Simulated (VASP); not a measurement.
# InSb (I-4m2) in VASP: single point with r2SCAN

Aim: the single point of InSb with r2SCAN.

All numbers are computed with VASP 6.6.1; they aren't measurements. Logs are shortened: lines on timing, memory, paths and dates and some standing lists are left out, and cuts for length are marked.

## Step 1: The cell of the first run

The structure is tetragonal, space group I-4m2 (No. 119). The conventional cell has a = 4.731 Å, b = 4.731 Å, c = 6.416 Å, α = 90.00°, β = 90.00°, γ = 90.00°. In (site symmetry -4m2) has 4 Sb at 2.86 Å within 3.8 Å. Within 3.8 Å of Sb (site symmetry -4m2) lie 4 In at 2.86 Å.

## Step 2: Single point, r2SCAN, non-collinear spin, zero start, spin-orbit coupling (epitaxial xy strain +2.0%)

POSCAR

```
InSb
1.0
    0.0000000000      3.3451032779      3.2078164450
    3.3451032779      0.0000000000      3.2078164450
    3.3451032779      3.3451032779      0.0000000000
In Sb
1 1
Direct
    0.0000000000      0.0000000000      0.0000000000
    0.2500000000      0.2500000000      0.2500000000
```

INCAR.step1

```
SYSTEM = InSb
ALGO     = Normal         ! electronic algorithm
EDIFF    = 1E-4           ! SCF threshold, eV
ENCUT    = 520            ! plane-wave cutoff, eV
GGA      = PE             ! functional
GGA_COMPAT= .FALSE.      
ISMEAR   = -1             ! smearing method
LASPH    = .TRUE.         ! aspherical terms in the spheres
LCHARG   = .FALSE.        ! write CHGCAR
LREAL    = .FALSE.        ! projectors in reciprocal space
LSORBIT  = .TRUE.         ! spin-orbit coupling
LWAVE    = .TRUE.         ! write WAVECAR
MAGMOM   = 0 0 0 0 0 0    ! initial moments
NBANDS   = 30             ! bands
NELM     = 150            ! most SCF steps
PREC     = Accurate       ! precision mode
SIGMA    = 0.02           ! smearing width, eV
```

INCAR.step2

```
SYSTEM = InSb
ALGO     = Normal         ! electronic algorithm
EDIFF    = 1E-6           ! SCF threshold, eV
ENCUT    = 520            ! plane-wave cutoff, eV
GGA_COMPAT= .FALSE.      
ISIF     = 2              ! what is computed and relaxed
ISMEAR   = -1             ! smearing method
ISTART   = 1            
LASPH    = .TRUE.         ! aspherical terms in the spheres
LCHARG   = .FALSE.        ! write CHGCAR
LMIXTAU  = .TRUE.       
LORBIT   = 11             ! projections on sites
LORBMOM  = .TRUE.       
LREAL    = .FALSE.        ! projectors in reciprocal space
LSORBIT  = .TRUE.         ! spin-orbit coupling
LWAVE    = .FALSE.        ! write WAVECAR
MAGMOM   = 0 0 0 0 0 0    ! initial moments
METAGGA  = R2SCAN         ! meta-GGA
NBANDS   = 30             ! bands
NELM     = 150            ! most SCF steps
PREC     = Accurate       ! precision mode
SIGMA    = 0.02           ! smearing width, eV
```

KPOINTS

```
k-points
0
G
  6 6 6
  0 0 0
```

Potentials or basis: VASP PAW PBE potentials, release 64 (In_d, Sb).

Launch:

```sh
$ cat potpaw_PBE.64/In_d/POTCAR potpaw_PBE.64/Sb/POTCAR > POTCAR
$ cp INCAR.step1 INCAR
$ mpirun -np 1 vasp_ncl > vasp.out
$ cp INCAR.step2 INCAR
$ mpirun -np 1 vasp_ncl > vasp.out
```

OUTCAR:

```text
SYSTEM = InSb
   EDIFF = 1E-6
   ENCUT = 520
   ISIF = 2
   ISMEAR = -1
   ISTART = 1
   LASPH = .TRUE.
   LORBIT = 11
   LREAL = .FALSE.
   LSORBIT = .TRUE.
   METAGGA = R2SCAN
   NELM = 150
   PREC = Accurate

 ion  position               nearest neighbor table
   1  0.000  0.000  0.000-   2 2.86   2 2.86   2 2.86   2 2.86
   2  0.250  0.250  0.250-   1 2.86   1 2.86   1 2.86   1 2.86

  LATTYP: Found a body centered tetragonal cell.
 ALAT       =     4.7306904231
 C/A-ratio  =     1.3561726336

  Lattice vectors:

 A1 = (   0.0000000000,  -3.3451032779,  -3.2078164450)
 A2 = (   0.0000000000,   3.3451032779,  -3.2078164450)
 A3 = (   3.3451032779,   0.0000000000,   3.2078164450)

Analysis of symmetry for initial positions (statically):
=====================================================================
 Subroutine PRICEL returns:
 Original cell was already a primitive cell.

 Routine SETGRP: Setting up the symmetry group for a
 body centered tetragonal supercell.

 Subroutine GETGRP returns: Found  8 space group operations
 (whereof  8 operations were pure point group operations)
 out of a pool of 16 trial point group operations.

The static configuration has the point symmetry D_2d.

Analysis of symmetry for dynamics (positions and initial velocities):
=====================================================================
 Subroutine PRICEL returns:
 Original cell was already a primitive cell.

 Routine SETGRP: Setting up the symmetry group for a
 body centered tetragonal supercell.

 Subroutine GETGRP returns: Found  8 space group operations
 (whereof  8 operations were pure point group operations)
 out of a pool of 16 trial point group operations.

The dynamic configuration has the point symmetry D_2d.

Analysis of structural, dynamic, and magnetic symmetry:
=====================================================================
 Subroutine PRICEL returns:
 Original cell was already a primitive cell.

 Routine SETGRP: Setting up the symmetry group for a
 body centered tetragonal supercell.

 Subroutine GETGRP returns: Found  8 space group operations
 (whereof  8 operations were pure point group operations)
 out of a pool of 16 trial point group operations.

The overall configuration has the point symmetry D_2d.

 Subroutine INISYM returns: Found  8 space group operations
 (whereof  8 operations are pure point group operations),
 and found     1 'primitive' translations

----------------------------------------------------------------------------------------

                                     Primitive cell

  volume of cell :      71.7891

  direct lattice vectors                    reciprocal lattice vectors
     0.000000000  3.345103278  3.207816445    -0.149472216  0.149472216  0.155869268
     3.345103278  0.000000000  3.207816445     0.149472216 -0.149472216  0.155869268
     3.345103278  3.345103278  0.000000000     0.149472216  0.149472216 -0.155869268

  length of vectors
     4.634630760  4.634630760  4.730690423     0.262638754  0.262638754  0.262638754

  position of ions in fractional coordinates (direct lattice)
     0.000000000  0.000000000  0.000000000
     0.250000000  0.250000000  0.250000000

  ion indices of the primitive-cell ions
   primitive index   ion index
                 1           1
                 2           2

----------------------------------------------------------------------------------------

 KPOINTS: k-points

Automatic generation of k-mesh.
 Grid dimensions read from file:
 generate k-points for:    6    6    6

 Generating k-lattice:

  Cartesian coordinates                     Fractional coordinates (reciprocal lattice)
    -0.024912036  0.024912036  0.025978211     0.166666667  0.000000000  0.000000000
     0.024912036 -0.024912036  0.025978211     0.000000000  0.166666667  0.000000000
     0.024912036  0.024912036 -0.025978211     0.000000000  0.000000000  0.166666667

  Length of vectors
     0.043773126  0.043773126  0.043773126

  Shift w.r.t. Gamma in fractional coordinates (k-lattice)
[... 83 lines left out ...]
  energy-cutoff  :      520.00
  volume of cell :       71.79
 maximum number of plane-waves:      3912
 NGX is ok and might be reduce to    36
   NGX = 17   NGY = 17   NGZ = 17

 number of electron      18.0000005 magnetization      -0.0000000      0.0000000      0.0000000

 Free energy of the ion-electron system (eV)
  ---------------------------------------------------
  ext. energy  EPLUGINS =         0.00000000
  ---------------------------------------------------
  free energy    TOTEN  =       -48.83521641 eV

  energy without entropy =      -48.83516756  energy(sigma->0) =      -48.83519199

 E-fermi :   4.5959     XC(G=0):  -8.9977

 val. band max:        4.5258486076   @ k =   0.0000   0.0000   0.0000
 cond. band min:       4.6660331925   @ k =   0.0000   0.0000   0.0000
 fundamental gap:      0.1401845849
 Fermi energy:         4.5959413616

 k-point     1 :       0.0000    0.0000    0.0000
  band No.  band energies     occupation
      1     -11.1107      1.00000
      2     -11.1107      1.00000
      3     -11.1041      1.00000
      4     -11.1041      1.00000
      5     -10.2904      1.00000
      6     -10.2904      1.00000
[... 781 lines left out ...]
     29      13.5940      0.00000
     30      13.6500      0.00000

 [... further k-points ...]
[... 5 lines left out ...]
  --------------------------------------------------------------------------------------
  -------------------------------------------------------------------------------------
  Total       -0.4906267     -0.4906267      0.0131576      0.0000000      0.0000000      0.0000000
  in kB      -10.9497248    -10.9497248      0.2936494      0.0000000      0.0000000      0.0000000
  external PRESSURE =      -7.2019334 kB  Pullay stress =       0.0000000 kB

 VOLUME and BASIS-vectors are now :
 -----------------------------------------------------------------------------
  energy-cutoff  :      520.00
  volume of cell :       71.79
      direct lattice vectors                 reciprocal lattice vectors
     0.000000000  3.345103278  3.207816445    -0.149472216  0.149472216  0.155869268
     3.345103278  0.000000000  3.207816445     0.149472216 -0.149472216  0.155869268
     3.345103278  3.345103278  0.000000000     0.149472216  0.149472216 -0.155869268

 POSITION                                       TOTAL-FORCE (eV/Angst)
 -----------------------------------------------------------------------------------
      0.00000      0.00000      0.00000        -0.000000     -0.000000     -0.000000
      1.67255      1.67255      1.60391         0.000000      0.000000      0.000000
 -----------------------------------------------------------------------------------
    total drift:                               -0.000000     -0.000000      0.000000

  FREE ENERGIE OF THE ION-ELECTRON SYSTEM (eV)
  ---------------------------------------------------
  free  energy   TOTEN  =       -48.8352164120 eV

  energy  without entropy=      -48.8351675619  energy(sigma->0) =      -48.83519199

 orbital moment (x)

 # of ion     p       d       tot
 ----------------------------------------
  1        -0.000  -0.000  -0.000
  2         0.000   0.000   0.000
 ----------------------------------------
           -0.000  -0.000  -0.000

 orbital moment (y)

 # of ion     p       d       tot
 ----------------------------------------
  1        -0.000  -0.000  -0.000
  2         0.000   0.000   0.000
 ----------------------------------------
           -0.000  -0.000  -0.000

 orbital moment (z)

 # of ion     p       d       tot
 ----------------------------------------
  1         0.000   0.000   0.000
  2         0.000   0.000   0.000
 ----------------------------------------
            0.000   0.000   0.000

 Spin-Orbit-Coupling matrix elements

 Ion:    1  E_soc:     -0.0700900
 l=   1
     0.0000000    -0.0055405    -0.0054089
    -0.0055405     0.0000000    -0.0055405
    -0.0054089    -0.0055405     0.0000000
 l=   2
     0.0000000    -0.0012159     0.0000000    -0.0012159    -0.0049576
    -0.0012159     0.0000000    -0.0037196    -0.0012431    -0.0012417
     0.0000000    -0.0037196     0.0000000    -0.0037196     0.0000000
    -0.0012159    -0.0012431    -0.0037196     0.0000000    -0.0012417
    -0.0049576    -0.0012417     0.0000000    -0.0012417     0.0000000
 l=   3
     0.0000000     0.0000000     0.0000000     0.0000000     0.0000000     0.0000000     0.0000000
     0.0000000     0.0000000     0.0000000     0.0000000     0.0000000     0.0000000     0.0000000
     0.0000000     0.0000000     0.0000000     0.0000000     0.0000000     0.0000000     0.0000000
     0.0000000     0.0000000     0.0000000     0.0000000     0.0000000     0.0000000     0.0000000
     0.0000000     0.0000000     0.0000000     0.0000000     0.0000000     0.0000000     0.0000000
     0.0000000     0.0000000     0.0000000     0.0000000     0.0000000     0.0000000     0.0000000
     0.0000000     0.0000000     0.0000000     0.0000000     0.0000000     0.0000000     0.0000000

 Ion:    2  E_soc:     -0.1233829
 l=   1
     0.0000000    -0.0208170    -0.0198116
    -0.0208170     0.0000000    -0.0208170
    -0.0198116    -0.0208170     0.0000000
 l=   2
     0.0000000    -0.0000332     0.0000000    -0.0000332    -0.0000487
    -0.0000332     0.0000000    -0.0000359    -0.0000332    -0.0000128
     0.0000000    -0.0000359     0.0000000    -0.0000359     0.0000000
    -0.0000332    -0.0000332    -0.0000359     0.0000000    -0.0000128
    -0.0000487    -0.0000128     0.0000000    -0.0000128     0.0000000
 l=   3
     0.0000000     0.0000000     0.0000000     0.0000000     0.0000000     0.0000000     0.0000000
     0.0000000     0.0000000     0.0000000     0.0000000     0.0000000     0.0000000     0.0000000
     0.0000000     0.0000000     0.0000000     0.0000000     0.0000000     0.0000000     0.0000000
     0.0000000     0.0000000     0.0000000     0.0000000     0.0000000     0.0000000     0.0000000
     0.0000000     0.0000000     0.0000000     0.0000000     0.0000000     0.0000000     0.0000000
     0.0000000     0.0000000     0.0000000     0.0000000     0.0000000     0.0000000     0.0000000
     0.0000000     0.0000000     0.0000000     0.0000000     0.0000000     0.0000000     0.0000000

 total charge

# of ion       s       p       d       tot
------------------------------------------
    1        0.860   0.701   9.861  11.422
    2        1.114   1.330   0.018   2.462
--------------------------------------------------
tot          1.974   2.031   9.879  13.884

 magnetization (x)

# of ion       s       p       d       tot
------------------------------------------
    1        0.000  -0.000  -0.000  -0.000
    2        0.000  -0.000   0.000  -0.000
--------------------------------------------------
tot          0.000  -0.000  -0.000  -0.000

 magnetization (y)

# of ion       s       p       d       tot
------------------------------------------
    1        0.000   0.000   0.000   0.000
    2        0.000   0.000   0.000   0.000
--------------------------------------------------
tot          0.000   0.000   0.000   0.000

 magnetization (z)

# of ion       s       p       d       tot
------------------------------------------
    1       -0.000   0.000   0.000   0.000
    2        0.000   0.000  -0.000   0.000
--------------------------------------------------
tot         -0.000   0.000   0.000   0.000
```

Wall time 14 min (1 thread of Intel Xeon Platinum 8124M at 3.00GHz (Skylake/Cascade Lake), shared host); peak memory 0.53 GiB.

What came out:

```
Free energy                                           : -48.8352 eV
Pressure                                              : -0.7 GPa
Net moment                                            : 0.00 μB per cell
Valence electrons inside the program's atomic spheres : In 11.42; Sb 2.46
```

Stress tensor (GPa, compression positive):
```
-1.09  0.00  0.00
 0.00 -1.09  0.00
 0.00  0.00  0.03
```

Moments on the atoms (μB; x, y, z):
```
In  0.00 0.00 0.00
Sb  0.00 0.00 0.00
```

Caveat: the cell differs from its parent crystal (epitaxial xy strain +2.0%); the PAW data sets were made with another functional, which shifts forces and pressure a little.
